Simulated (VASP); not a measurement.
The system is V.

```
CELL_PARAMETERS angstrom
2.46521 0.00000 0.00000
0.00000 2.46521 0.00000
0.00000 0.00000 2.46521
ATOMIC_POSITIONS crystal
V 0.00000 0.00000 0.00000
```

Base run:

| Quantity | Value |
| --- | --- |
| Program | VASP 6.6.1 |
| Functional | PBE |
| Potentials or basis | VASP PAW PBE potentials, release 64 (V_sv) |
| Cutoff | 520 eV |
| k mesh | 44 × 44 × 44 |
| Occupations | fermi-dirac, width 0.0612256 eV |
| Spin | no spin polarisation |

Its results: pressure -2.4 GPa.

Question: The run is repeated on the same cell with these changes: k mesh from 44 × 44 × 44 to 15 × 15 × 15. What comes out?

Answer: Pressure -1.9 GPa.
